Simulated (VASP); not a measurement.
Wanted: the native input for a VASP 6.6.1 run.

```
Task                   : single point
Functional             : revPBE
Potentials or basis    : VASP PAW PBE potentials, release 64 (Ca_sv, S)
Cutoff                 : 500 eV
k mesh                 : 8 × 8 × 8
Occupations            : gaussian, width 0.05 eV
Spin                   : no spin polarisation
Dipole correction      : no
Further INCAR settings : ALGO = Normal; EDIFF = 1e-06; NBANDS = 15
```

The structure of CaS lies in POSCAR:

```
CaS
1.0
    0.0000000000      2.9035296215      2.9035296215
    2.9035296215      0.0000000000      2.9035296215
    2.9035296215      2.9035296215      0.0000000000
Ca S
1 1
Direct
    0.5000000000      0.5000000000      0.5000000000
    0.0000000000      0.0000000000      0.0000000000
```

This cell differs from its parent crystal: volume scaled by 1.02.

These files were run (other wordings do the same):

INCAR

```
  PREC = Accurate
  ENCUT = 500
  EDIFF = 1E-6
  ISMEAR = 0
  SIGMA = 0.05
  LREAL = False
  LASPH = True
  NELM = 120
  ALGO = Normal
  ISIF = 2
  LWAVE = False
  LCHARG = False
  GGA = RE
  NBANDS = 15
  GGA_COMPAT = False
```

KPOINTS

```
Automatic mesh
0
Gamma
  8 8 8
```

Potentials or basis: VASP PAW PBE potentials, release 64 (Ca_sv, S).

Launch:

```bash
$ cat potpaw_PBE.64/Ca_sv/POTCAR potpaw_PBE.64/S/POTCAR > POTCAR
$ mpirun -np 1 vasp_std > vasp.out
```

It gave:

* Pressure: -0.9 GPa
* Band gap on the k mesh: 2.57 eV, indirect (least direct gap 3.33 eV)

Caveat: the PAW data sets were made with another functional, which shifts forces and pressure a little.

Wall time 47 s on 1 thread of AMD EPYC 7R13 (shared host), peak memory 0.15 GiB.
